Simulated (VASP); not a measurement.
Input of a VASP 6.6.1 run:

File INCAR:

```
SYSTEM = VSi2
ALGO = Normal ; EDIFF = 1E-6
ENCUT = 520 ; GGA = PE
ISIF = 2 ; ISMEAR = 0
LASPH = .TRUE. ; LCHARG = .TRUE.
LELF = .TRUE. ; LREAL = .FALSE.
LVHAR = .TRUE. ; LWAVE = .FALSE.
NBANDS = 42 ; NELM = 100
PREC = Accurate ; SIGMA = 0.1
```

File KPOINTS:

```
k-points
0
G
  12 12 6
  0 0 0
```

The input POSCAR:

```
VSi2
1.0
    4.5650604600      0.0000000000      0.0000000000
   -2.2825302300      3.9534583282      0.0000000000
    0.0000000000      0.0000000000      6.3676452246
V Si
3 6
Direct
    0.0000000000      0.5000000000      0.1666666667
    0.5000000000      0.5000000000      0.8333333333
    0.5000000000      0.0000000000      0.5000000000
    0.8372033611      0.6744067222      0.5000000000
    0.1627966389      0.8372033611      0.8333333333
    0.6744067222      0.8372033611      0.1666666667
    0.1627966389      0.3255932778      0.5000000000
    0.8372033611      0.1627966389      0.8333333333
    0.3255932778      0.1627966389      0.1666666667
```

Potentials or basis: VASP PAW PBE potentials, release 64 (V_sv, Si).

Run with:

```console
$ cat potpaw_PBE.64/V_sv/POTCAR potpaw_PBE.64/Si/POTCAR > POTCAR
$ mpirun -np 1 vasp_std > vasp.out
```

(1) Predict the band gap on the k mesh.

(2) Estimate the pressure.

Results:

(1) zero (an odd number of electrons rules out a gap without spin polarisation).

(2) 0.1 GPa.
